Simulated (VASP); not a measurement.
Input of a VASP 6.6.1 run:

File INCAR:

```
  ALGO = Normal
  EDIFF = 1E-6
  ENCUT = 520
  GGA = PE
  ISIF = 2
  ISMEAR = 0
  LASPH = True
  LCHARG = False
  LREAL = False
  LWAVE = False
  NBANDS = 11
  NELM = 100
  PREC = Accurate
  SIGMA = 0.05
```

Contents of KPOINTS:

```
k-points
0
Gamma
  10 10 10
```

POSCAR

```
Si
1.0
    0.0000000000      2.9517224621      2.4605558444
    2.9517224621      0.0000000000      2.4605558444
    2.9517224621      2.9517224621      0.0000000000
Si
2
Direct
    0.5000000000      0.5000000000      0.5000000000
    0.7500000000      0.7500000000      0.7500000000
```

Potentials or basis: VASP PAW PBE potentials, release 64 (Si).

Run with:

```console
$ cat potpaw_PBE.64/Si/POTCAR > POTCAR
$ mpirun -np 1 vasp_std > vasp.out
```

(1) What does it give for the band gap on the k mesh?

(2) What does it give for the pressure?

## Answers

(1) zero (bands 4 and 5 overlap by 1.03 eV).

(2) -4.8 GPa.

Caveat: the cell stands under tension.
